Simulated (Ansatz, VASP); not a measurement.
# IrRu2: VASP beside Ansatz

```
CELL_PARAMETERS angstrom
2.68172 0.00000 0.00000
-1.34086 2.32244 0.00000
0.00000 0.00000 13.15232
ATOMIC_POSITIONS crystal
Ru 0.33333 0.66667 0.08333
Ru 0.33333 0.66667 0.41667
Ru 0.66667 0.33333 0.58333
Ru 0.66667 0.33333 0.91667
Ir 0.33333 0.66667 0.75000
Ir 0.66667 0.33333 0.25000
```

Alike in both runs: task single point; functional PBE; k mesh 6 × 6 × 2; occupations gaussian, width 0.1 eV; no spin polarisation.

```csv
,VASP,Ansatz
version,VASP 6.6.1,Ansatz 0.2.0
potentials or method,"VASP PAW PBE potentials, release 64 (Ru_pv, Ir), cutoff 520 eV","scalar-relativistic, plane waves, PAW"
valence electrons in the cell,74,98
```

VASP gave:

```
gap on the k mesh at the Fermi level (eV)                     : none
pressure (GPa)                                                : 10.8
traceless stress, the component that is largest in VASP (GPa) : -14.67
rms of the force components (eV/Å)                            : 0.269
```

Problem. What did Ansatz give for the same quantities?

Solution. gap on the k mesh at the Fermi level (eV): none; pressure (GPa): 10.6; traceless stress, the component that is largest in VASP (GPa): -14.74; rms of the force components (eV/Å): 0.257.

Atom by atom the forces differ by 0.012 eV/Å (rms over components). A gap of «none» marks a metal or a gap that the smearing closes. With one functional, cell and mesh, what is left measures potentials, basis and numerics. VASP's potentials hold 74 valence electrons a cell and Ansatz's 98, so a difference there can come from the potentials and not from the codes.

The k mesh is coarse, so the values compare programs but aren't converged. Neither program's run includes spin-orbit coupling.
